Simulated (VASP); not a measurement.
**C: single point with r2SCAN**

Crystal: C.

```
C
1.0
     1.21807   -2.10647    0.00000
     1.21807    2.10647    0.00000
     0.00000    0.00000    5.97620
C
4
Direct
  0.08327 0.91673 0.75005
  0.58327 0.41673 0.24995
  0.91673 0.08327 0.24995
  0.41673 0.58327 0.75005
```

| Quantity | Value |
| --- | --- |
| Program | VASP 6.6.1 |
| Task | single point |
| Functional | r2SCAN |
| Potentials or basis | VASP PAW PBE potentials, release 64 (C) |
| Cutoff | 520 eV |
| k mesh | 20 × 20 × 8 |
| Occupations | gaussian, width 0.1 eV |
| Spin | no spin polarisation |

* Pressure: 12.8 GPa
* Band gap on the k mesh: zero (bands 8 and 9 overlap by 0.31 eV)

Stress tensor (GPa, compression positive):
```
13.23  0.00  0.00
 0.00 13.30  0.00
 0.00  0.00 11.80
```

Levels at points of the mesh, in eV from the Fermi level:
```
           k point  band 4  band 5  band 6  band 7  band 8  band 9  band 10  band 11  band 12  band 13
(0.00, 0.00, 0.00)   -6.55   -3.41   -3.35   -3.32   -3.30    5.57     8.61     8.71     8.79     8.88
(0.50, 0.00, 0.00)  -14.37   -7.04   -7.04   -3.09   -3.09    2.20     2.20     7.88     7.88    12.58
(0.50, 0.50, 0.00)  -14.22   -7.15   -6.99   -4.02   -1.25    0.39     3.01     7.37     8.28    12.55
(0.00, 0.00, 0.50)   -8.47   -3.36   -3.36   -3.34   -3.34    8.74     8.74     8.74     8.74     9.45
(0.50, 0.00, 0.50)  -14.43   -7.04   -7.04   -2.78   -2.78    1.57     1.57     7.85     7.85    14.10
(0.50, 0.50, 0.50)  -14.43   -7.07   -7.07   -2.76   -2.76    1.57     1.57     7.80     7.80    14.17
```

Run time: 16 min on 1 thread of Intel Xeon 8259CL, on a shared host, peak memory 0.3 GiB.

Caveat: the cell stands under pressure; the PAW data sets were made with another functional, which shifts forces and pressure a little.
